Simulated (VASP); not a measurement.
A run of VASP 6.6.1 is set up as follows.

Contents of POSCAR:

```
Pb
1.0
   -1.9796595667      1.9796595667      1.9796595667
    1.9796595667     -1.9796595667      1.9796595667
    1.9796595667      1.9796595667     -1.9796595667
Pb
1
Direct
    0.0000000000      0.0000000000      0.0000000000
```

File INCAR.step1:

```
SYSTEM = Pb
PREC = Accurate
ENCUT = 520
ISMEAR = -1
SIGMA = 0.05
LREAL = .False.
LASPH = .True.
NELM = 60
NBANDS = 13
GGA = PE
ALGO = Normal
EDIFF = 1E-4
LWAVE = .True.
LCHARG = .False.
```

File INCAR.step2:

```
SYSTEM = Pb
PREC = Accurate
ENCUT = 520
EDIFF = 1E-6
ISMEAR = -1
SIGMA = 0.05
LREAL = .False.
LASPH = .True.
NELM = 60
ALGO = Normal
ISIF = 2
LWAVE = .False.
LCHARG = .False.
METAGGA = R2SCAN
LMIXTAU = .True.
NBANDS = 13
ISTART = 1
```

The input KPOINTS:

```
Automatic mesh
0
Gamma
  5 5 5
  0 0 0
```

Potentials or basis: VASP PAW PBE potentials, release 64 (Pb_d).

Run with:

```bash
$ cat potpaw_PBE.64/Pb_d/POTCAR > POTCAR
$ cp INCAR.step1 INCAR
$ mpirun -np 1 vasp_std > vasp.out
$ cp INCAR.step2 INCAR
$ mpirun -np 1 vasp_std > vasp.out
```

Problem. What does it give for the pressure?

Solution. 1.7 GPa.

Problem. Estimate the band gap on the k mesh.

Solution. Zero (band 7 reaches 14.70 eV, above the bottom of band 8 at 5.31 eV).

Caveat: the k points lie up to 0.45 Å⁻¹ apart; the PAW data sets were made with another functional, which shifts forces and pressure a little; spin-orbit coupling is left out, which moves the levels of the heavy elements.
